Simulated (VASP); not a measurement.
# HgTe (P6_3/mmc) in VASP: further runs, part 2 of 2

VASP 6.6.1.

**3. Single point, r2SCAN (volume changed by -3%)**

Contents of POSCAR:

```
HgTe
1.0
    4.7708278790      0.0000000000      0.0000000000
   -2.3854139395      4.1316581403      0.0000000000
    0.0000000000      0.0000000000      7.1235120160
Hg Te
2 2
Direct
    0.3333333333      0.6666666667      0.2500000000
    0.6666666667      0.3333333333      0.7500000000
    0.6666666667      0.3333333333      0.2500000000
    0.3333333333      0.6666666667      0.7500000000
```

Contents of INCAR.step1:

```
SYSTEM = HgTe
  ALGO = Normal
  EDIFF = 1E-4
  ENCUT = 520
  GGA = PE
  ISMEAR = -1
  LASPH = .True.
  LCHARG = .False.
  LREAL = .False.
  LWAVE = .True.
  NBANDS = 26
  NELM = 80
  PREC = Accurate
  SIGMA = 0.02
```

Contents of INCAR.step2:

```
SYSTEM = HgTe
  ALGO = Normal
  EDIFF = 1E-6
  ENCUT = 520
  ISIF = 2
  ISMEAR = -1
  ISTART = 1
  LASPH = .True.
  LCHARG = .False.
  LMIXTAU = .True.
  LREAL = .False.
  LWAVE = .False.
  METAGGA = R2SCAN
  NBANDS = 26
  NELM = 80
  PREC = Accurate
  SIGMA = 0.02
```

Contents of KPOINTS:

```
k-points
0
Gamma
  6 6 4
  0 0 0
```

Potentials or basis: VASP PAW PBE potentials, release 64 (Hg, Te).

Command:

```console
$ cat potpaw_PBE.64/Hg/POTCAR potpaw_PBE.64/Te/POTCAR > POTCAR
$ cp INCAR.step1 INCAR
$ mpirun -np 1 vasp_std > vasp.out
$ cp INCAR.step2 INCAR
$ mpirun -np 1 vasp_std > vasp.out
```

Run time: 2.5 min. Hardware: 1 thread of Intel Xeon 6975P-C (Granite Rapids), shared host; peak memory 0.31 GiB.

Results (log left out):

| Property | Result |
| --- | --- |
| Free energy | -149.7262 eV |
| Pressure | 1.3 GPa |
| Band gap on the k mesh | zero (band 18 reaches 2.20 eV, above the bottom of band 19 at 2.10 eV) |

Stress tensor (GPa, compression positive):
```
1.70 0.00 0.00
0.00 1.70 0.00
0.00 0.00 0.59
```

Levels at points of the mesh, in eV from the Fermi level:
| k point | band 16 | band 17 | band 18 | band 19 | band 20 | band 21 |
| --- | --- | --- | --- | --- | --- | --- |
| (0.00, 0.00, 0.00) | -0.67 | -0.25 | 0.02 | 0.02 | 0.03 | 4.70 |
| (0.50, 0.00, 0.00) | -1.85 | -1.38 | -0.70 | 1.30 | 2.53 | 4.68 |
| (0.00, 0.00, 0.50) | -0.33 | -0.33 | -0.33 | 0.13 | 0.13 | 5.03 |
| (0.50, 0.00, 0.50) | -1.81 | -0.36 | -0.36 | 2.05 | 2.05 | 3.69 |

Caveat: the cell differs from its parent crystal (volume changed by -3%); the PAW data sets were made with another functional, which shifts forces and pressure a little; spin-orbit coupling is left out, which moves the levels of the heavy elements.

**4. Single point, r2SCAN**

This run uses another cell than the first one, of 36.19 Å³/atom, 1.064 times its volume.

Contents of POSCAR:

```
HgTe
1.0
    4.8195131587      0.0000000000      0.0000000000
   -2.4097565794      4.1738208293      0.0000000000
    0.0000000000      0.0000000000      7.1962059349
Hg Te
2 2
Direct
    0.3333333333      0.6666666667      0.2500000000
    0.6666666667      0.3333333333      0.7500000000
    0.6666666667      0.3333333333      0.2500000000
    0.3333333333      0.6666666667      0.7500000000
```

Contents of INCAR.step1:

```
PREC = Accurate ; ENCUT = 520
ISMEAR = -1 ; SIGMA = 0.02
LREAL = False ; LASPH = True
NELM = 80 ; NBANDS = 26
GGA = PE ; ALGO = Normal
EDIFF = 1E-4 ; LWAVE = True
LCHARG = False
```

Contents of INCAR.step2:

```
PREC = Accurate ; ENCUT = 520
EDIFF = 1E-6 ; ISMEAR = -1
SIGMA = 0.02 ; LREAL = False
LASPH = True ; NELM = 80
ALGO = Normal ; ISIF = 2
LWAVE = False ; LCHARG = False
METAGGA = R2SCAN ; LMIXTAU = True
NBANDS = 26 ; ISTART = 1
```

Contents of KPOINTS:

```
regular mesh
0
Gamma
  6 6 4
```

Potentials or basis: VASP PAW PBE potentials, release 64 (Hg, Te).

Command:

```console
$ cat potpaw_PBE.64/Hg/POTCAR potpaw_PBE.64/Te/POTCAR > POTCAR
$ cp INCAR.step1 INCAR
$ mpirun -np 1 vasp_std > vasp.out
$ cp INCAR.step2 INCAR
$ mpirun -np 1 vasp_std > vasp.out
```

OUTCAR:

```text
PREC = Accurate
   ENCUT = 520
   EDIFF = 1E-6
   ISMEAR = -1
   LREAL = False
   LASPH = True
   NELM = 80
   ISIF = 2
   METAGGA = R2SCAN
   ISTART = 1

 ion  position               nearest neighbor table
   1  0.333  0.667  0.250-   3 2.78   3 2.78   3 2.78   4 3.60   4 3.60
   2  0.667  0.333  0.750-   4 2.78   4 2.78   4 2.78   3 3.60   3 3.60
   3  0.667  0.333  0.250-   1 2.78   1 2.78   1 2.78   2 3.60   2 3.60
   4  0.333  0.667  0.750-   2 2.78   2 2.78   2 2.78   1 3.60   1 3.60

  LATTYP: Found a hexagonal cell.
 ALAT       =     4.8195131587
 C/A-ratio  =     1.4931395969

  Lattice vectors:

 A1 = (   4.8195131587,   0.0000000000,   0.0000000000)
 A2 = (  -2.4097565794,   4.1738208293,   0.0000000000)
 A3 = (   0.0000000000,   0.0000000000,   7.1962059349)

Analysis of symmetry for initial positions (statically):
=====================================================================
 Subroutine PRICEL returns:
 Original cell was already a primitive cell.

 Routine SETGRP: Setting up the symmetry group for a
[... 166 lines left out ...]
  free energy    TOTEN  =      -149.74594833 eV

  energy without entropy =     -149.74392715  energy(sigma->0) =     -149.74493774

 E-fermi :   1.9150     XC(G=0):  -8.9710

 val. band max:        1.9046625260   @ k =   0.1667   0.0000   0.0000
 cond. band min:       1.9569958978   @ k =   0.0000   0.0000   0.0000
 fundamental gap:      0.0523333718
 Fermi energy:         1.9150245750

 k-point     1 :       0.0000    0.0000    0.0000
  band No.  band energies     occupation
      1      -9.7785      2.00000
      2      -9.3106      2.00000
      3      -5.4079      2.00000
      4      -5.4079      2.00000
      5      -5.3973      2.00000
      6      -5.3973      2.00000
[... 598 lines left out ...]
     25       8.6338      0.00000
     26       8.6338      0.00000

------------------------ aborting loop because EDIFF is reached ----------------------------------------

  FORCE on cell =-STRESS in cart. coord.  units (eV):
  Direction    XX          YY          ZZ          XY          YZ          ZX
  --------------------------------------------------------------------------------------
  -------------------------------------------------------------------------------------
  Total        0.1132412      0.1132412      0.0173773     -0.0000000     -0.0000000      0.0000000
  in kB        1.2533562      1.2533562      0.1923323     -0.0000000     -0.0000000      0.0000000
  external PRESSURE =       0.8996816 kB  Pullay stress =       0.0000000 kB

 VOLUME and BASIS-vectors are now :
 -----------------------------------------------------------------------------
  energy-cutoff  :      520.00
  volume of cell :      144.76
      direct lattice vectors                 reciprocal lattice vectors
     4.819513159  0.000000000  0.000000000     0.207489837  0.119794313  0.000000000
    -2.409756579  4.173820829  0.000000000     0.000000000  0.239588627  0.000000000
     0.000000000  0.000000000  7.196205935     0.000000000  0.000000000  0.138962115

 POSITION                                       TOTAL-FORCE (eV/Angst)
 -----------------------------------------------------------------------------------
     -0.00000      2.78255      1.79905         0.000000     -0.000000      0.000000
      2.40976      1.39127      5.39715        -0.000000      0.000000      0.000000
      2.40976      1.39127      1.79905         0.000000     -0.000000      0.000000
     -0.00000      2.78255      5.39715        -0.000000      0.000000      0.000000
 -----------------------------------------------------------------------------------
    total drift:                               -0.000000     -0.000000     -0.000000

  FREE ENERGIE OF THE ION-ELECTRON SYSTEM (eV)
  ---------------------------------------------------
  free  energy   TOTEN  =      -149.7459483262 eV

  energy  without entropy=     -149.7439271513  energy(sigma->0) =     -149.74493774
```

It took 2.4 min on 1 thread of Intel Xeon 6975P-C (Granite Rapids), shared host; peak memory 0.3 GiB.

What came out:

- Free energy: -149.7459 eV
- Pressure: 0.1 GPa
- Band gap on the k mesh: zero (band 18 reaches 1.90 eV, above the bottom of band 19 at 1.80 eV)

Stress tensor (GPa, compression positive):
```
0.13 0.00 0.00
0.00 0.13 0.00
0.00 0.00 0.02
```

Caveat: the PAW data sets were made with another functional, which shifts forces and pressure a little; spin-orbit coupling is left out, which moves the levels of the heavy elements.

**5. Single point, r2SCAN (volume changed by +3%)**

Contents of POSCAR:

```
HgTe
1.0
    4.8672342143      0.0000000000      0.0000000000
   -2.4336171072      4.2151484757      0.0000000000
    0.0000000000      0.0000000000      7.2674601327
Hg Te
2 2
Direct
    0.3333333333      0.6666666667      0.2500000000
    0.6666666667      0.3333333333      0.7500000000
    0.6666666667      0.3333333333      0.2500000000
    0.3333333333      0.6666666667      0.7500000000
```

Contents of INCAR.step1:

```
SYSTEM = HgTe
PREC = Accurate
ENCUT = 520
ISMEAR = -1
SIGMA = 0.02
LREAL = .False.
LASPH = .True.
NELM = 80
NBANDS = 26
GGA = PE
ALGO = Normal
EDIFF = 1E-4
LWAVE = .True.
LCHARG = .False.
```

Contents of INCAR.step2:

```
SYSTEM = HgTe
PREC = Accurate
ENCUT = 520
EDIFF = 1E-6
ISMEAR = -1
SIGMA = 0.02
LREAL = .False.
LASPH = .True.
NELM = 80
ALGO = Normal
ISIF = 2
LWAVE = .False.
LCHARG = .False.
METAGGA = R2SCAN
LMIXTAU = .True.
NBANDS = 26
ISTART = 1
```

Contents of KPOINTS:

```
regular mesh
0
Gamma
  6 6 4
  0 0 0
```

Command:

```console
$ cat potpaw_PBE.64/Hg/POTCAR potpaw_PBE.64/Te/POTCAR > POTCAR
$ cp INCAR.step1 INCAR
$ mpirun -np 1 vasp_std > vasp.out
$ cp INCAR.step2 INCAR
$ mpirun -np 1 vasp_std > vasp.out
```

Run time: 2.6 min. Hardware: 1 thread of Intel Xeon 6975P-C (Granite Rapids), shared host; peak memory 0.31 GiB.

Results (log left out):

- Free energy: -149.7349 eV
- Pressure: -0.9 GPa
- Band gap on the k mesh: zero (band 18 reaches 1.67 eV, above the bottom of band 19 at 1.53 eV)

Stress tensor (GPa, compression positive):
```
-1.20  0.00  0.00
 0.00 -1.20  0.00
 0.00  0.00 -0.43
```

Levels at points of the mesh, in eV from the Fermi level:
| k point | band 16 | band 17 | band 18 | band 19 | band 20 | band 21 |
| --- | --- | --- | --- | --- | --- | --- |
| (0.00, 0.00, 0.00) | -0.66 | -0.50 | -0.05 | -0.05 | 0.05 | 4.73 |
| (0.50, 0.00, 0.00) | -1.66 | -1.29 | -0.61 | 1.29 | 2.36 | 4.71 |
| (0.00, 0.00, 0.50) | -0.36 | -0.36 | -0.36 | 0.04 | 0.04 | 5.03 |
| (0.50, 0.00, 0.50) | -1.68 | -0.34 | -0.34 | 1.96 | 1.96 | 3.76 |

Caveat: the cell differs from its parent crystal (volume changed by +3%); the PAW data sets were made with another functional, which shifts forces and pressure a little; spin-orbit coupling is left out, which moves the levels of the heavy elements.

**6. Overview**

| cell | gap on the mesh (eV) | pressure (GPa) |
| --- | --- | --- |
| a = 4.721, b = 4.721, c = 7.049 Å, angles 90.0, 90.0, 120.0°, 4 atoms | none | 2.8 |
| a = 4.771, b = 4.771, c = 7.124 Å, angles 90.0, 90.0, 120.0°, 4 atoms | none | 1.3 |
| a = 4.820, b = 4.820, c = 7.196 Å, angles 90.0, 90.0, 120.0°, 4 atoms | none | 0.1 |
| a = 4.867, b = 4.867, c = 7.267 Å, angles 90.0, 90.0, 120.0°, 4 atoms | none | -0.9 |

Alike in all rows: task single point; level r2SCAN; potentials or basis VASP PAW PBE potentials, release 64 (Hg, Te); no spin polarisation; k mesh 6 × 6 × 4; cutoff (eV) 520; smearing fermi-dirac 0.02 eV.

Caveats: the PAW data sets were made with another functional, which shifts forces and pressure a little; spin-orbit coupling is left out, which moves the levels of the heavy elements.

Absolute energies hang on the potentials; compare differences alone.
